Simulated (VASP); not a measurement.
# Sr (Fd-3m) in VASP: a series of runs

Runs on Sr. Level: LDA. Tasks: single point, relaxation of cell and atoms.

All numbers are computed with VASP 6.6.1; they aren't measurements. Logs are shortened: lines on timing, memory, paths and dates and some standing lists are left out, and cuts for length are marked.

### Step 1. The cell of the first run

The structure is cubic, space group Fd-3m (No. 227). The conventional cell has a = 9.244 Å, b = 9.244 Å, c = 9.244 Å, α = 90.00°, β = 90.00°, γ = 90.00°. Sr (site symmetry -43m) has 4 Sr at 4.00 Å within 5.3 Å.

This isn't the form of Sr at room conditions, which is fcc.

### Step 2. Single point, LDA

INCAR reads:

```
PREC = Accurate
ENCUT = 500
EDIFF = 1E-6
ISMEAR = 1
SIGMA = 0.05
LREAL = False
LASPH = True
NELM = 120
ALGO = Normal
ISIF = 2
LWAVE = False
LCHARG = False
NBANDS = 17
GGA_COMPAT = False
```

KPOINTS reads:

```
regular mesh
0
Gamma
  9 9 9
```

POSCAR reads:

```
Sr
1.0
    0.0000000000      4.6220314926      4.6220314926
    4.6220314926      0.0000000000      4.6220314926
    4.6220314926      4.6220314926      0.0000000000
Sr
2
Direct
    1.0000000000      1.0000000000      1.0000000000
    0.2500000000      0.2500000000      0.2500000000
```

Potentials or basis: VASP PAW LDA potentials, release 64 (Sr_sv).

Launch:

```bash
$ cat potpaw_LDA.64/Sr_sv/POTCAR > POTCAR
$ mpirun -np 1 vasp_std > vasp.out
```

OUTCAR:

```text
PREC = Accurate
   ENCUT = 500
   EDIFF = 1E-6
   ISMEAR = 1
   LREAL = False
   LASPH = True
   NELM = 120
   ISIF = 2

 ion  position               nearest neighbor table
   1  0.000  0.000  0.000-   2 4.00   2 4.00   2 4.00   2 4.00
   2  0.250  0.250  0.250-   1 4.00   1 4.00   1 4.00   1 4.00

  LATTYP: Found a face centered cubic cell.
 ALAT       =     9.2440629852

  Lattice vectors:

 A1 = (   0.0000000000,   4.6220314926,   4.6220314926)
 A2 = (   4.6220314926,   0.0000000000,   4.6220314926)
 A3 = (   4.6220314926,   4.6220314926,   0.0000000000)

Analysis of symmetry for initial positions (statically):
=====================================================================
 Subroutine PRICEL returns:
 Original cell was already a primitive cell.

 Routine SETGRP: Setting up the symmetry group for a
 face centered cubic supercell.

 Subroutine GETGRP returns: Found 48 space group operations
 (whereof 24 operations were pure point group operations)
 out of a pool of 48 trial point group operations.

The static configuration has the point symmetry T_d .
 The point group associated with its full space group is O_h .

Analysis of symmetry for dynamics (positions and initial velocities):
=====================================================================
 Subroutine PRICEL returns:
 Original cell was already a primitive cell.

 Routine SETGRP: Setting up the symmetry group for a
 face centered cubic supercell.

 Subroutine GETGRP returns: Found 48 space group operations
 (whereof 24 operations were pure point group operations)
 out of a pool of 48 trial point group operations.

The dynamic configuration has the point symmetry T_d .
 The point group associated with its full space group is O_h .

 Subroutine INISYM returns: Found 48 space group operations
 (whereof 24 operations are pure point group operations),
 and found     1 'primitive' translations

----------------------------------------------------------------------------------------

                                     Primitive cell

  volume of cell :     197.4825

  direct lattice vectors                    reciprocal lattice vectors
     0.000000000  4.622031493  4.622031493    -0.108177541  0.108177541  0.108177541
     4.622031493  0.000000000  4.622031493     0.108177541 -0.108177541  0.108177541
     4.622031493  4.622031493  0.000000000     0.108177541  0.108177541 -0.108177541

  length of vectors
     6.536539623  6.536539623  6.536539623     0.187368997  0.187368997  0.187368997

[... 79 lines left out ...]
   NELM   =    120;   NELMIN=  2; NELMDL= -5     # of ELM steps
   EDIFF  = 0.1E-05   stopping-criterion for ELM
   LREAL  =      F    real-space projection
   EDIFFG = 0.1E-04   stopping-criterion for IOM
   NSW    =      0    number of steps for IOM
   IBRION =     -1    ionic relax: 0-MD 1-quasi-New 2-CG
   NFREE  =      0    steps in history (QN), initial steepest desc. (CG)
   ISIF   =      2    stress and relaxation
   ISYM   =      2    0-nonsym 1-usesym 2-fastsym
   POTIM  = 0.5000    time-step for ionic-motion
   TEBEG  =    0.0;   TEEND  =   0.0 temperature during run
   PSTRESS=    0.0 pullay stress
   NELECT =      20.0000    total number of electrons
   NUPDOWN=      -1.0000    fix difference up-down
   EMIN   =  10.00;   EMAX   =-10.00  energy-range for DOS
   EFERMI =   0.00;   METHOD = LEGACY
   ISMEAR =     1;   SIGMA  =   0.05  broadening in eV -4-tet -1-fermi 0-gaus
   EFERMI_NEDOS =   21; number of points for ismear=-14 and -15
   IALGO  =     38    algorithm
   IMIX   =      4    mixing-type and parameters
     AMIX     =   0.40;   BMIX     =  1.00
     AMIX_MAG =   1.60;   BMIX_MAG =  1.00
  volume/ion in A,a.u.               =      98.74       666.34
  Fermi-wavevector in a.u.,A,eV,Ry     =   0.763089  1.442029  7.922741  0.582305
  Thomas-Fermi vector in A             =   1.862694
   LORBIT       =      0    0 simple, 1 ext, 2 COOP (PROOUT), +10 PAW based schemes
   GGA     = CA    functional components
   LHFCALC =     F    Hartree Fock is set to
   AEXX    =    0.0000 exact exchange contribution
   IVDW    =     0    specifies the selected vdW correction
   LEPSILON=     F    determine dielectric tensor
   LRPA    =     F    only Hartree local field effects (RPA)
 non-spin polarized calculation
 Methfessel and Paxton  Order N= 1 SIGMA  =   0.05
  energy-cutoff  :      500.00
  volume of cell :      197.48
 maximum number of plane-waves:      5032
   NGX = 23   NGY = 23   NGZ = 23

 number of electron      20.0000000 magnetization

 Free energy of the ion-electron system (eV)
  ---------------------------------------------------
  ext. energy  EPLUGINS =         0.00000000
  ---------------------------------------------------
  free energy    TOTEN  =        -1.65001775 eV

  energy without entropy =       -1.65101880  energy(sigma->0) =       -1.65035144

 E-fermi :  -0.2201     XC(G=0):  -5.7288

 val. band max:       -0.2450036673   @ k =  -0.3333   0.3333   0.1111
 cond. band min:      -0.2134536868   @ k =   0.3333   0.2222   0.0000
 fundamental gap:      0.0315499805
 Fermi energy:        -0.2200515677

 k-point     1 :       0.0000    0.0000    0.0000
  band No.  band energies     occupation
      1     -37.5975      2.00000
      2     -37.5755      2.00000
      3     -19.6942      2.00000
      4     -19.6942      2.00000
      5     -19.6942      2.00000
      6     -19.5929      2.00000
[... 457 lines left out ...]
      4     -19.7128      2.00000
      5     -19.6532      2.00000
      6     -19.6357      2.00000
[... 9 lines left out ...]
     16       1.2027      0.00000
     17       1.4779      0.00000

 [... further k-points ...]

------------------------ aborting loop because EDIFF is reached ----------------------------------------

  FORCE on cell =-STRESS in cart. coord.  units (eV):
  Direction    XX          YY          ZZ          XY          YZ          ZX
  --------------------------------------------------------------------------------------
  -------------------------------------------------------------------------------------
  Total       -0.0037395     -0.0037395     -0.0037395     -0.0000000      0.0000000     -0.0000000
  in kB       -0.0303385     -0.0303385     -0.0303385     -0.0000000      0.0000000     -0.0000000
  external PRESSURE =      -0.0303385 kB  Pullay stress =       0.0000000 kB

 VOLUME and BASIS-vectors are now :
 -----------------------------------------------------------------------------
  energy-cutoff  :      500.00
  volume of cell :      197.48
      direct lattice vectors                 reciprocal lattice vectors
     0.000000000  4.622031493  4.622031493    -0.108177541  0.108177541  0.108177541
     4.622031493  0.000000000  4.622031493     0.108177541 -0.108177541  0.108177541
     4.622031493  4.622031493  0.000000000     0.108177541  0.108177541 -0.108177541

 POSITION                                       TOTAL-FORCE (eV/Angst)
 -----------------------------------------------------------------------------------
      0.00000      0.00000      0.00000         0.000000     -0.000000     -0.000000
      2.31102      2.31102      2.31102        -0.000000      0.000000      0.000000
 -----------------------------------------------------------------------------------
    total drift:                               -0.000000      0.000000     -0.000000

  FREE ENERGIE OF THE ION-ELECTRON SYSTEM (eV)
  ---------------------------------------------------
  free  energy   TOTEN  =        -1.6500177518 eV

  energy  without entropy=       -1.6510188049  energy(sigma->0) =       -1.65035144
```

stdout:

```text
POSCAR found type information on POSCAR Sr
 POSCAR found :  1 types and       2 ions
 scaLAPACK will be used
 LDA part: xc-table for (Slater(with rela. corr.)+CA(PZ))
 , standard interpolation
 POSCAR, INCAR and KPOINTS ok, starting setup
 FFT: planning ... GRIDC
 FFT: planning ... GRID_SOFT
 FFT: planning ... GRID
 WAVECAR not read
 entering main loop
```

Run time: 60 s. Hardware: 1 thread of Intel Xeon Platinum 8488C (Sapphire Rapids), shared host; peak memory 0.29 GiB.

Results:

```yaml
Free_energy: -1.6500 eV
Pressure: 0.0 GPa
Band_gap_on_the_k_mesh: zero (bands 10 and 11 overlap by 0.75 eV)
```

### Step 3. Relaxation of cell and atoms, LDA

This run uses another cell than the first one, of 73.30 Å³/atom.

INCAR reads:

```
SYSTEM = Sr
PREC     = Accurate       ! precision mode
ENCUT    = 500            ! plane-wave cutoff, eV
EDIFF    = 1E-7           ! SCF threshold, eV
ISMEAR   = 1              ! smearing method
SIGMA    = 0.05           ! smearing width, eV
LREAL    = .False.        ! projectors in reciprocal space
LASPH    = .True.         ! aspherical terms in the spheres
NELM     = 120            ! most SCF steps
ALGO     = Normal         ! electronic algorithm
ISIF     = 3              ! what is computed and relaxed
LWAVE    = .False.        ! write WAVECAR
LCHARG   = .False.        ! write CHGCAR
IBRION   = 2              ! ionic algorithm
NSW      = 80             ! ionic steps
EDIFFG   = -0.03          ! ionic threshold
GGA_COMPAT= .False.      
NELMIN   = 4
```

KPOINTS reads:

```
Automatic mesh
0
Gamma
  9 9 9
  0 0 0
```

POSCAR reads:

```
Sr
1.0
    0.0000000000      4.1850000000      4.1850000000
    4.1850000000      0.0000000000      4.1850000000
    4.1850000000      4.1850000000      0.0000000000
Sr
2
Direct
    1.0000000000      1.0000000000      1.0000000000
    0.2500000000      0.2500000000      0.2500000000
```

Potentials or basis: VASP PAW LDA potentials, release 64 (Sr_sv).

Launch:

```bash
$ cat potpaw_LDA.64/Sr_sv/POTCAR > POTCAR
$ mpirun -np 1 vasp_std > vasp.out
```

Wall time 5 min (1 thread of Intel Xeon Platinum 8488C (Sapphire Rapids), shared host); peak memory 0.29 GiB.

Results (log left out):

- Free energy: -1.6456 eV
- Relaxed volume: 99.34 Å³/atom
- Relaxed cell: a = 6.550 Å, b = 6.550 Å, c = 6.550 Å, α = 60.00°, β = 60.00°, γ = 60.00°
- Space group after relaxing (to 0.1 Å): Fd-3m (No. 227)
- Energy gained by relaxing: 67.0 meV/atom
- Ionic steps: 5
- Pressure after relaxing: 0.0 GPa
- Band gap on the k mesh: zero (bands 10 and 11 overlap by 0.75 eV)

The path:
```csv
step,energy change (eV),largest force (eV/Å),pressure (GPa),volume (Å³)
1,0.0000,0.0000,0.82,146.59
2,-0.0381,0.0000,0.71,154.66
3,-0.1198,0.0000,0.27,180.62
4,-0.0626,0.0000,-0.44,240.94
5,-0.1339,0.0000,-0.02,198.68
```

Final structure:
```
Sr
1.0
     0.00000    4.63134    4.63134
     4.63134    0.00000    4.63134
     4.63134    4.63134    0.00000
Sr
2
Cartesian
  0.0000 0.0000 0.0000
  2.3157 2.3157 2.3157
```

Levels at points of the mesh, in eV from the Fermi level:
```csv
k point,band 6,band 7,band 8,band 9,band 10,band 11,band 12,band 13,band 14
"(0.00, 0.00, 0.00)",-19.38,-19.38,-19.38,-2.82,0.64,0.64,0.64,0.79,0.79
```

Caveat: the volume moved by over 15 % at a fixed basis, so the end points are rough.
